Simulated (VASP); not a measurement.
## V: single point with BLYP

The system is V.

```
V
1.0
    -1.51040    1.51040    1.51040
     1.51040   -1.51040    1.51040
     1.51040    1.51040   -1.51040
V
1
Direct
  0.00000 0.00000 0.00000
```

```json
{"Program": "VASP 6.6.1", "Task": "single point", "Functional": "BLYP", "Potentials or basis": "VASP PAW PBE potentials, release 64 (V_sv)", "Cutoff": "520 eV", "k mesh": "9 × 9 × 9", "Occupations": "fermi-dirac, width 0.05 eV", "Spin": "collinear spin, ferromagnetic start", "Starting moments": "[2.0] μB", "Dipole correction": "no", "Further INCAR settings": "ALGO = Normal; EDIFF = 1e-06; NBANDS = 16"}
```

| Quantity | Value |
| --- | --- |
| Pressure | 0.2 GPa |
| Net moment | 0.00 μB per cell |
| Valence electrons inside the program's atomic spheres | V 11.68 |

Levels at points of the mesh, in eV from the Fermi level:
Spin up:
| k point | band 2 | band 3 | band 4 | band 5 | band 6 | band 7 | band 8 | band 9 | band 10 | band 11 |
| --- | --- | --- | --- | --- | --- | --- | --- | --- | --- | --- |
| (0.00, 0.00, 0.00) | -37.02 | -37.02 | -37.02 | -6.43 | 0.29 | 0.29 | 0.29 | 2.28 | 2.28 | 20.42 |
Spin down:
```csv
k point,band 3,band 4,band 5,band 6,band 7,band 8,band 9,band 10
"(0.00, 0.00, 0.00)",-37.02,-37.02,-6.43,0.29,0.29,0.29,2.27,2.27
```

Wall time 21 s on 1 thread of AMD EPYC 7R43 64-Core Processor (Zen 3) (shared host), peak memory 0.1 GiB.

Caveat: the PAW data sets were made with another functional, which shifts forces and pressure a little.
